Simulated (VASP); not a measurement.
Wanted: the native input for a VASP 6.6.1 run.

```yaml
Task: single point
Functional: PBE
Potentials_or_basis: VASP PAW PBE potentials, release 64 (Bi_d)
Cutoff: 520 eV
k_mesh: 12 × 12 × 4
Occupations: gaussian, width 0.1 eV
Spin: no spin polarisation
Dipole_correction: no
Further_INCAR_settings: ALGO = Fast; EDIFF = 1e-06; NBANDS = 22
```

The structure of Bi lies in POSCAR:

```
Bi
1.0
    4.4881634963      0.0000000000      0.0000000000
   -2.2440817482      3.8868636042      0.0000000000
    0.0000000000      0.0000000000     11.6965152000
Bi
2
Direct
    0.3333333333      0.6666666667      0.2500000000
    0.6666666667      0.3333333333      0.7500000000
```

This isn't the form of Bi at room conditions, which is rhombohedral.

This cell differs from its parent crystal: strained.

One way to write it, as run:

INCAR

```
  PREC = Accurate
  ENCUT = 520
  EDIFF = 1E-6
  ISMEAR = 0
  SIGMA = 0.1
  LREAL = False
  LASPH = True
  NELM = 100
  ALGO = Fast
  ISIF = 2
  LWAVE = False
  LCHARG = False
  GGA = PE
  NBANDS = 22
```

KPOINTS

```
regular mesh
0
Gamma
  12 12 4
```

Potentials or basis: VASP PAW PBE potentials, release 64 (Bi_d).

Command:

```console
$ cat potpaw_PBE.64/Bi_d/POTCAR > POTCAR
$ mpirun -np 1 vasp_std > vasp.out
```

Results of the run:

```
Pressure               : -3.4 GPa
Band gap on the k mesh : zero (bands 15 and 16 overlap by 2.28 eV)
```

Caveat: the cell differs from its parent crystal (strained); the cell stands under tension; spin-orbit coupling is left out, which moves the levels of the heavy elements.

It took 7.7 min on 1 thread of Intel Xeon 8259CL, with other jobs on the host, peak memory 0.44 GiB.
